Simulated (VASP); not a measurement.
LiF, 4 atoms in the cell. The structure is hexagonal, space group P6_3mc (No. 186). The conventional cell has a = 3.081 Å, b = 3.081 Å, c = 4.785 Å, α = 90.00°, β = 90.00°, γ = 120.00°. Within 2.5 Å of Li (site symmetry 3m) lie 4 F at 1.86 to 1.87 Å. Within 2.5 Å of F (site symmetry 3m) lie 4 Li at 1.86 to 1.87 Å. 

| Item | Value |
| --- | --- |
| Program | VASP 6.6.1 |
| Task | single point |
| Functional | r2SCAN |
| Potentials or basis | VASP PAW PBE potentials, release 64 (Li_sv, F) |
| Cutoff | 520 eV |
| k mesh | 12 × 12 × 6 |
| Occupations | gaussian, width 0.01 eV |
| Spin | no spin polarisation |
| Dipole correction | no |
| Further INCAR settings | ALGO = Normal; EDIFF = 1e-06; NBANDS = 18 |

Potentials or basis: VASP PAW PBE potentials, release 64 (Li_sv, F).

Command:

```bash
$ cat potpaw_PBE.64/Li_sv/POTCAR potpaw_PBE.64/F/POTCAR > POTCAR
$ cp INCAR.step1 INCAR
$ mpirun -np 1 vasp_std > vasp.out
$ cp INCAR.step2 INCAR
$ mpirun -np 1 vasp_std > vasp.out
```

Hardware: 1 thread of Intel(R) Xeon(R) Platinum 8488C (Sapphire Rapids) (shared host).

How long does it take, and how much memory?

Run time: 110 s on 1 thread of Intel(R) Xeon(R) Platinum 8488C (Sapphire Rapids), with other jobs on the host, peak memory 0.18 GiB. Counts: k points 76.
